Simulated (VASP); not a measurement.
Runs of VASP 6.6.1 on Mg3ZrN. The structure is that of space group P4/mmm (No. 123), or close to it. The cells are those of the table. 

```csv
task,cell,k mesh,cutoff (eV),gap on the mesh (eV),pressure (GPa),relaxed volume (Å³/atom),largest force (eV/Å)
relaxation of cell and atoms,"relaxed from a = 3.089, b = 3.089, c = 11.414 Å, 5 atoms",12 × 12 × 4,600,none,0.0,21.58,-
relaxation of cell and atoms,"relaxed from a = 3.388, b = 3.388, c = 6.702 Å, 5 atoms",6 × 6 × 4,600,none,0.2,(a),0.03
single point,"a = 3.089, b = 3.089, c = 11.414 Å, 5 atoms",6 × 6 × 4,520,none,0.2,-,(b)
single point,"a = 3.388, b = 3.388, c = 6.702 Å, 5 atoms",6 × 6 × 4,520,none,35.2,-,13.73
single point,"a = 3.101, b = 3.101, c = 11.245 Å, 5 atoms",12 × 12 × 4,520,none,0.0,-,0.01
```

Alike in all rows: level PBE; potentials or basis VASP PAW PBE potentials, release 64 (Mg, Zr_sv, N); no spin polarisation; smearing gaussian 0.1 eV.

**Question.** Fill in the values left out.

**Answer.** (a) 20.55; (b) 0.04.

Caveats: the volume moved by over 15 % at a fixed basis, so the end points are rough (some runs); forces of over 1 eV/Å act on the atoms, so gaps and moduli don't describe the material at rest (some runs).

A k mesh can miss the band edges, and the runs leave out spin-orbit coupling on Zr.

A gap of «none» marks levels without a gap at the run's occupations.
